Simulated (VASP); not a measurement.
# GaP2 (P4/mmm) in VASP: a series of runs, part 2 of 2

VASP 6.6.1. The steps go on from the part before.

### Step 4. Relaxation of cell and atoms, PBE

INCAR

```
PREC = Accurate
ENCUT = 600
EDIFF = 1E-6
ISMEAR = 0
SIGMA = 0.1
LREAL = F
LASPH = T
NELM = 100
ALGO = Normal
ISIF = 3
LWAVE = F
LCHARG = F
GGA = PE
IBRION = 2
NSW = 90
EDIFFG = -0.04
```

KPOINTS

```
Automatic mesh
0
Gamma
  4 4 8
```

POSCAR

```
GaP2
1.0
    4.6579152900      0.0000000000      0.0000000000
    0.0000000000      4.6579152900      0.0000000000
    0.0000000000      0.0000000000      2.1759898000
Ga P
1 2
Direct
    0.0000000000      0.0000000000      0.0000000000
    0.0000000000      0.5000000000      0.0000000000
    0.5000000000      0.0000000000      0.0000000000
```

On the command line:

```sh
$ cat potpaw_PBE.64/Ga_d/POTCAR potpaw_PBE.64/P/POTCAR > POTCAR
$ mpirun -np 1 vasp_std > vasp.out
```

Wall time 2.8 min (1 thread of Intel Xeon 8259CL, shared host); peak memory 0.19 GiB.

Results (log left out):

```yaml
Free_energy: -12.1992 eV
Relaxed_volume: 20.65 Å³/atom
Relaxed_cell: a = 5.139 Å, b = 5.139 Å, c = 2.345 Å, α = 90.00°, β = 90.00°, γ = 90.00°
Space_group_after_relaxing_to_0.1_Å: P4/mmm (No. 123)
Energy_gained_by_relaxing: 375.9 meV/atom
Ionic_steps: 8
Pressure_after_relaxing: -0.1 GPa
Band_gap_on_the_k_mesh: zero (an odd number of electrons rules out a gap without spin polarisation)
```

Stress tensor (GPa, compression positive):
```
 0.02  0.00  0.00
 0.00  0.02  0.00
 0.00  0.00 -0.25
```

Step by step:
```csv
step,energy change (eV),largest force (eV/Å),pressure (GPa),volume (Å³)
1,0.0000,0.0000,32.13,47.21
2,-0.5655,0.0000,-8.10,72.14
3,-1.0050,0.0000,1.04,59.58
4,-1.0053,0.0000,1.31,59.31
5,-1.1201,0.0000,0.25,62.27
6,-1.1275,0.0000,0.20,61.75
7,-1.1276,0.0000,0.23,61.69
8,-1.1277,0.0000,-0.07,61.94
```

Final structure:
```yaml
crystal:
  lattice:
    - [5.13940, 0.00000, 0.00000]
    - [0.00000, 5.13940, 0.00000]
    - [0.00000, 0.00000, 2.34490]
  atoms:
    - { symbol: Ga, position: [0.00000, 0.00000, 0.00000] }
    - { symbol: P, position: [0.00000, 0.50000, 0.00000] }
    - { symbol: P, position: [0.50000, 0.00000, 0.00000] }
```

Levels at points of the mesh, in eV from the Fermi level:
| k point | band 9 | band 10 | band 11 | band 12 | band 13 | band 14 |
| --- | --- | --- | --- | --- | --- | --- |
| (0.00, 0.00, 0.00) | -5.48 | -5.48 | -1.60 | -1.60 | 3.93 | 4.25 |
| (0.50, 0.00, 0.00) | -5.15 | -2.78 | -2.54 | 0.16 | 1.96 | 6.76 |
| (0.50, 0.50, 0.00) | -4.13 | -1.58 | -0.55 | 1.25 | 1.25 | 1.72 |
| (0.00, 0.00, 0.50) | -5.04 | -1.00 | -1.00 | -0.16 | 1.79 | 2.42 |
| (0.50, 0.00, 0.50) | -5.41 | -1.41 | -1.12 | -0.72 | 1.70 | 1.72 |
| (0.50, 0.50, 0.50) | -5.38 | -3.53 | -2.24 | 0.42 | 2.22 | 3.27 |

Caveat: the k points lie up to 0.33 Å⁻¹ apart in the final cell, too coarse for converged energies and pressures of a metal; the volume moved by over 15 % at a fixed basis, so the end points are rough.

### Step 5. Single point, PBE

This run uses another cell than the first one, of 20.74 Å³/atom.

INCAR

```
ALGO = Normal
EDIFF = 1E-6
ENCUT = 520
GGA = PE
ISIF = 2
ISMEAR = 0
LASPH = True
LCHARG = False
LREAL = False
LWAVE = False
NBANDS = 18
NELM = 100
PREC = Accurate
SIGMA = 0.1
```

KPOINTS

```
k-points
0
Gamma
  10 10 20
```

POSCAR

```
GaP2
1.0
    5.1168838439      0.0000000000      0.0000000000
    0.0000000000      5.1168838439      0.0000000000
    0.0000000000      0.0000000000      2.3767626269
Ga P
1 2
Direct
    0.0000000000      0.0000000000      0.0000000000
    0.0000000000      0.5000000000      0.0000000000
    0.5000000000      0.0000000000      0.0000000000
```

On the command line:

```sh
$ cat potpaw_PBE.64/Ga_d/POTCAR potpaw_PBE.64/P/POTCAR > POTCAR
$ mpirun -np 1 vasp_std > vasp.out
```

It took 3.2 min on 1 thread of Intel Xeon 8259CL, shared host; peak memory 0.36 GiB.

The run converged. Its results:

```
Free energy            : -12.0672 eV
Pressure               : 0.0 GPa
Band gap on the k mesh : zero (an odd number of electrons rules out a gap without spin polarisation)
```

Levels at points of the mesh, in eV from the Fermi level:
```
           k point  band 10  band 11  band 12  band 13  band 14  band 15
(0.00, 0.00, 0.00)    -5.35    -1.41    -1.41     4.06     4.38     8.86
(0.50, 0.00, 0.00)    -2.62    -2.39     0.41     2.18     6.94     7.31
(0.50, 0.50, 0.00)    -1.34    -0.33     1.48     1.48     1.99     7.04
(0.00, 0.00, 0.50)    -1.08    -1.08     0.03     1.69     2.39     2.39
(0.50, 0.00, 0.50)    -1.49    -0.97    -0.79     1.65     1.66     4.77
(0.50, 0.50, 0.50)    -3.67    -2.16     0.32     2.24     3.26     4.59
```

### Step 6. Single point, PBE

This run uses another cell than the first one, of 20.74 Å³/atom.

INCAR

```
SYSTEM = GaP2
PREC     = Accurate       ! precision mode
ENCUT    = 520            ! plane-wave cutoff, eV
EDIFF    = 1E-6           ! SCF threshold, eV
ISMEAR   = 0              ! smearing method
SIGMA    = 0.1            ! smearing width, eV
LREAL    = .False.        ! projectors in reciprocal space
LASPH    = .True.         ! aspherical terms in the spheres
NELM     = 80             ! most SCF steps
ALGO     = Normal         ! electronic algorithm
ISIF     = 2              ! what is computed and relaxed
LWAVE    = .False.        ! write WAVECAR
LCHARG   = .True.         ! write CHGCAR
GGA      = PE             ! functional
LELF     = .True.         ! ELF
LVHAR    = .True.       
NBANDS   = 18             ! bands
```

KPOINTS

```
Automatic mesh
0
Gamma
  10 10 20
  0 0 0
```

POSCAR is that of step 5.

Potentials or basis: VASP PAW PBE potentials, release 64 (Ga_d, P).

On the command line:

```sh
$ cat potpaw_PBE.64/Ga_d/POTCAR potpaw_PBE.64/P/POTCAR > POTCAR
$ mpirun -np 1 vasp_std > vasp.out
```

It took 3.1 min on 1 thread of Intel Xeon 8259CL, shared host; peak memory 0.36 GiB.

It converged, with:

```
Free energy            : -12.0672 eV
Pressure               : 0.0 GPa
Band gap on the k mesh : zero (an odd number of electrons rules out a gap without spin polarisation)
```

Levels at points of the mesh, in eV from the Fermi level:
```tsv
k point	band 9	band 10	band 11	band 12	band 13	band 14	band 15	band 16
(0.00, 0.00, 0.00)	-5.35	-5.35	-1.41	-1.41	4.06	4.38	8.86	8.86
(0.50, 0.00, 0.00)	-5.00	-2.62	-2.39	0.41	2.18	6.94	7.31	7.88
(0.50, 0.50, 0.00)	-4.03	-1.34	-0.33	1.48	1.48	1.99	7.04	7.04
(0.00, 0.00, 0.50)	-4.73	-1.08	-1.08	0.03	1.69	2.39	2.39	4.25
(0.50, 0.00, 0.50)	-5.13	-1.49	-0.97	-0.79	1.65	1.66	4.77	5.64
(0.50, 0.50, 0.50)	-5.11	-3.67	-2.16	0.32	2.24	3.26	4.59	7.00
```

### Step 7. Relaxation of cell and atoms, PBE

This run uses another cell than the first one, of 20.54 Å³/atom.

INCAR

```
  ALGO = Normal
  EDIFF = 1E-7
  EDIFFG = -0.01
  ENCUT = 600
  GGA = PE
  IBRION = 2
  ISIF = 3
  ISMEAR = 0
  LASPH = T
  LCHARG = F
  LREAL = F
  LWAVE = F
  NELM = 60
  NSW = 100
  PREC = Accurate
  SIGMA = 0.1
```

KPOINTS

```
k-points
0
Gamma
  10 10 20
```

POSCAR

```
GaP2
1.0
    5.1290152028      0.0000000000      0.0000000000
    0.0000000000      5.1290152028      0.0000000000
    0.0000000000      0.0000000000      2.3428758096
Ga P
1 2
Direct
    0.0000000000      0.0000000000      0.0000000000
    0.0000000000      0.5000000000      0.0000000000
    0.5000000000      0.0000000000      0.0000000000
```

On the command line:

```sh
$ cat potpaw_PBE.64/Ga_d/POTCAR potpaw_PBE.64/P/POTCAR > POTCAR
$ mpirun -np 1 vasp_std > vasp.out
```

It took 15 min on 1 thread of Intel Xeon 8259CL, shared host; peak memory 0.4 GiB.

The run converged. Its results:

| Property | Result |
| --- | --- |
| Free energy | -12.0671 eV |
| Relaxed volume | 20.74 Å³/atom |
| Relaxed cell | a = 5.118 Å, b = 5.118 Å, c = 2.375 Å, α = 90.00°, β = 90.00°, γ = 90.00° |
| Space group after relaxing (to 0.1 Å) | P4/mmm (No. 123) |
| Energy gained by relaxing | 2.8 meV/atom |
| Ionic steps | 5 |
| Pressure after relaxing | 0.0 GPa |
| Band gap on the k mesh | zero (an odd number of electrons rules out a gap without spin polarisation) |

The path:
| step | energy change (eV) | largest force (eV/Å) | pressure (GPa) | volume (Å³) |
| --- | --- | --- | --- | --- |
| 1 | 0.0000 | 0.0000 | 1.17 | 61.63 |
| 2 | -0.0060 | 0.0000 | -0.80 | 62.98 |
| 3 | -0.0082 | 0.0000 | -0.16 | 62.50 |
| 4 | -0.0083 | 0.0000 | -0.05 | 62.34 |
| 5 | -0.0084 | 0.0000 | 0.04 | 62.21 |

Final structure:
```
CELL_PARAMETERS angstrom
5.11761 0.00000 0.00000
0.00000 5.11761 0.00000
0.00000 0.00000 2.37529
ATOMIC_POSITIONS crystal
Ga 0.00000 0.00000 0.00000
P 0.00000 0.50000 0.00000
P 0.50000 0.00000 0.00000
```

Levels at points of the mesh, in eV from the Fermi level:
| k point | band 9 | band 10 | band 11 | band 12 | band 13 | band 14 | band 15 |
| --- | --- | --- | --- | --- | --- | --- | --- |
| (0.00, 0.00, 0.00) | -5.35 | -5.35 | -1.41 | -1.41 | 4.05 | 4.38 | 8.85 |
| (0.50, 0.00, 0.00) | -5.01 | -2.62 | -2.39 | 0.41 | 2.17 | 6.94 | 7.31 |
| (0.50, 0.50, 0.00) | -4.03 | -1.35 | -0.34 | 1.47 | 1.47 | 1.99 | 7.04 |
| (0.00, 0.00, 0.50) | -4.74 | -1.08 | -1.08 | 0.02 | 1.70 | 2.40 | 2.40 |
| (0.50, 0.00, 0.50) | -5.14 | -1.48 | -0.97 | -0.79 | 1.65 | 1.66 | 4.77 |
| (0.50, 0.50, 0.50) | -5.11 | -3.66 | -2.16 | 0.33 | 2.24 | 3.27 | 4.60 |

### Step 8. The runs side by side

| task | cell | k mesh | cutoff (eV) | gap on the mesh (eV) | pressure (GPa) | relaxed volume (Å³/atom) |
| --- | --- | --- | --- | --- | --- | --- |
| single point | a = 4.658, b = 4.658, c = 2.176 Å, 3 atoms | 4 × 4 × 8 | 520 | none | 32.1 | - |
| single point | a = 5.129, b = 5.129, c = 2.343 Å, 3 atoms | 4 × 4 × 8 | 520 | none | 0.2 | - |
| relaxation of cell and atoms | relaxed from a = 4.658, b = 4.658, c = 2.176 Å, 3 atoms | 4 × 4 × 8 | 600 | none | -0.1 | 20.65 |
| single point | a = 5.117, b = 5.117, c = 2.377 Å, 3 atoms | 10 × 10 × 20 | 520 | none | 0.0 | - |
| relaxation of cell and atoms | relaxed from a = 5.129, b = 5.129, c = 2.343 Å, 3 atoms | 10 × 10 × 20 | 600 | none | 0.0 | 20.74 |

Alike in all rows: level PBE; potentials or basis VASP PAW PBE potentials, release 64 (Ga_d, P); no spin polarisation; smearing gaussian 0.1 eV.

Caveats: some runs use coarse meshes; the volume moved by over 15 % at a fixed basis, so the end points are rough (at least some runs).

Absolute energies hang on the potentials; compare differences alone.
